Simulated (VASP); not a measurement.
## SnSe: single point with PBE

SnSe:

```xyz
2
Lattice="0.0000 3.0157 3.0157 3.0157 0.0000 3.0157 3.0157 3.0157 0.0000" Properties=species:S:1:pos:R:3 pbc="T T T"
Sn    0.0000    0.0000    0.0000
Se    3.0157    3.0157    3.0157
```

This cell differs from its parent crystal: strained.

```yaml
Program: VASP 6.6.1
Task: single point
Functional: PBE
Potentials_or_basis: VASP PAW PBE potentials, release 64 (Sn_d, Se)
Cutoff: 520 eV
k_mesh: 10 × 10 × 10
Occupations: gaussian, width 0.05 eV
Spin: no spin polarisation
Dipole_correction: no
Further_INCAR_settings: ALGO = Normal; EDIFF = 1e-06; NBANDS = 17
```

```yaml
Pressure: 0.7 GPa
Band_gap_on_the_k_mesh: 0.50 eV, indirect (least direct gap 0.56 eV)
```

Levels at points of the mesh, in eV from the valence-band top:
```tsv
k point	band 7	band 8	band 9	band 10	band 11	band 12	band 13	band 14
(0.00, 0.00, 0.00)	-5.08	-2.17	-2.17	-2.17	4.29	4.29	4.29	5.87
(0.50, 0.00, 0.00)	-8.02	-1.93	-1.93	0.00	0.56	1.25	1.25	8.24
(0.50, 0.50, 0.00)	-6.01	-5.43	-3.61	-3.61	3.05	5.32	5.32	5.93
```

Run time: 16 s on 1 thread of Intel(R) Xeon(R) Platinum 8559C (Emerald Rapids), with other jobs on the host, peak memory 0.19 GiB.

Caveat: the cell differs from its parent crystal (strained); spin-orbit coupling is left out, which moves the levels of the heavy elements. A k mesh can miss the band edges.
